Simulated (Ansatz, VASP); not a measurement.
**One calculation of In2O3, two programs**

Contents of INCAR:

```
PREC = Accurate ; ENCUT = 520
EDIFF = 1E-6 ; ISMEAR = 0
SIGMA = 0.05 ; LREAL = False
LASPH = True ; NELM = 60
ALGO = Normal ; ISIF = 2
LWAVE = False ; LCHARG = False
NBANDS = 55
```

File KPOINTS:

```
regular mesh
0
Gamma
  6 6 6
```

The input POSCAR:

```
In2O3
1.0
    2.8401283398      1.6397488615      5.1739735545
   -2.8401283398      1.6397488615      5.1739735545
    0.0000000000     -3.2794977230      5.1739735545
In O
4 6
Direct
    0.3576778379      0.3576778379      0.3576778379
    0.1423221621      0.1423221621      0.1423221621
    0.6423221621      0.6423221621      0.6423221621
    0.8576778379      0.8576778379      0.8576778379
    0.5455327428      0.9544672572      0.2500000000
    0.2500000000      0.5455327428      0.9544672572
    0.9544672572      0.2500000000      0.5455327428
    0.4544672572      0.0455327428      0.7500000000
    0.7500000000      0.4544672572      0.0455327428
    0.0455327428      0.7500000000      0.4544672572
```

Input for Ansatz:

```yaml
crystal:
  lattice:
    - [2.8401283398, 1.6397488615, 5.1739735545]
    - [-2.8401283398, 1.6397488615, 5.1739735545]
    - [0.0, -3.279497723, 5.1739735545]
  atoms:
    - { symbol: In, position: [0.3576778379, 0.3576778379, 0.3576778379] }
    - { symbol: In, position: [0.1423221621, 0.1423221621, 0.1423221621] }
    - { symbol: In, position: [0.6423221621, 0.6423221621, 0.6423221621] }
    - { symbol: In, position: [0.8576778379, 0.8576778379, 0.8576778379] }
    - { symbol: O, position: [0.5455327428, 0.9544672572, 0.25] }
    - { symbol: O, position: [0.25, 0.5455327428, 0.9544672572] }
    - { symbol: O, position: [0.9544672572, 0.25, 0.5455327428] }
    - { symbol: O, position: [0.4544672572, 0.0455327428, 0.75] }
    - { symbol: O, position: [0.75, 0.4544672572, 0.0455327428] }
    - { symbol: O, position: [0.0455327428, 0.75, 0.4544672572] }
basis:
  ecutwfc: 420
kpoints:
  mp_grid: { grid: [6, 6, 6] }
hamiltonian:
  xc: lda
scf:
  occupations: { method: gaussian, width: 0.05 }
output:
  forces: true
  stress: true
  eigenvalues: true
```

Change from the starting cell: strain +0.040 along x and y, +0.080 along z, atoms carried along.

Alike in both runs: task single point; functional LDA; k mesh 6 × 6 × 6; occupations gaussian, width 0.05 eV; no spin polarisation.

```csv
,VASP,Ansatz
version,VASP 6.6.1,Ansatz 0.2.0
potentials or method,"VASP PAW LDA potentials, release 64 (In_d, O), cutoff 520 eV","scalar-relativistic, plane waves, PAW"
valence electrons in the cell,88,88
```

|  | VASP | Ansatz | Ansatz less VASP |
| --- | --- | --- | --- |
| gap on the k mesh at the Fermi level (eV) | 0.29 | 0.27 | -0.022 |
| least direct gap on the mesh (eV) | 0.38 | 0.36 | -0.022 |
| pressure (GPa) | -19.3 | -19.7 | -0.34 |
| traceless stress, the component that is largest in VASP (GPa) | -1.67 | -1.55 | +0.117 |
| rms of the force components (eV/Å) | 0.142 | 0.138 | -0.0041 |

LDA's correlation is that of Perdew and Zunger in VASP and of Perdew and Wang (1992) in Ansatz. Atom by atom the forces differ by 0.006 eV/Å (rms over components).
